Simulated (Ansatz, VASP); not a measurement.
## Two plane-wave programs on C

```
C
1.0
    -2.51183    0.00000    0.00000
    -0.00001   -0.00004   -4.18004
     0.00000   -4.34984   -0.00005
C
8
Direct
  0.50000 0.43728 0.83332
  0.00000 0.43728 0.33332
  0.00000 0.93728 0.66668
  0.50000 0.93728 0.16668
  0.50000 0.06272 0.83332
  0.00000 0.06272 0.33332
  0.00000 0.56272 0.66668
  0.50000 0.56272 0.16668
```

Change from the starting cell: cell x2, atoms moved at random (sigma 0.15 Å) and cell strained at random (1.5 %), then relaxed without symmetry.

Alike in both runs: functional PBE; k mesh 6 × 4 × 4; occupations gaussian, width 0.1 eV; no spin polarisation.

Ansatz relaxed the structure, and its values are those at the end. VASP's run is a single point on that final structure, the one shown.

|  | VASP | Ansatz |
| --- | --- | --- |
| version | VASP 6.6.1 | Ansatz 0.2.0 |
| potentials or method | VASP PAW PBE potentials, release 64 (C), cutoff 520 eV | scalar-relativistic, plane waves, PAW |
| valence electrons in the cell | 32 | 32 |

|  | VASP | Ansatz | Ansatz less VASP |
| --- | --- | --- | --- |
| gap on the k mesh at the Fermi level (eV) | 3.34 | 3.35 | +0.012 |
| least direct gap on the mesh (eV) | 4.47 | 4.48 | +0.007 |
| pressure (GPa) | 0.7 | 0.0 | -0.64 |
